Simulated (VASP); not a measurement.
Crystal: MnO2.

```
Mn O
1.0
     1.42843    0.82471    4.58393
    -1.42843    0.82471    4.58393
     0.00000   -1.64941    4.58393
Mn O
1 2
Direct
  0.00000 0.00000 0.00000
  0.73564 0.73564 0.73564
  0.26436 0.26436 0.26436
```

Base run:

| Item | Value |
| --- | --- |
| Program | VASP 6.6.1 |
| Functional | PBEsol |
| Potentials or basis | VASP PAW PBE potentials, release 64 (Mn_pv, O) |
| Cutoff | 520 eV |
| k mesh | 11 × 11 × 11 |
| Occupations | fermi-dirac, width 0.05 eV |
| Spin | collinear spin, ferromagnetic start |
| Starting moments | [4.0, 0.0, 0.0] μB |

Its results: band gap on the k mesh 0.73 eV (least direct gap 0.80 eV); pressure -1.1 GPa; net moment 3.00 μB per cell; site moments Mn +2.84; O +0.04 μB; largest force 0.081 eV/Å.

The run is repeated on the same cell with these changes: functional from PBEsol to r2SCAN. What comes out?

Band gap on the k mesh 1.92 eV (least direct gap 2.02 eV); pressure 0.5 GPa; net moment 3.00 μB per cell; site moments Mn +2.93; O +0.01 μB; largest force 0.006 eV/Å.

Caveats: the PAW data sets were made with another functional, which shifts forces and pressure a little; a cell with one magnetic atom can't hold antiferromagnetic order, which such compounds often take; semilocal functionals underestimate gaps, and a narrow one can read as zero (at least some runs).

A k mesh can miss the band edges.
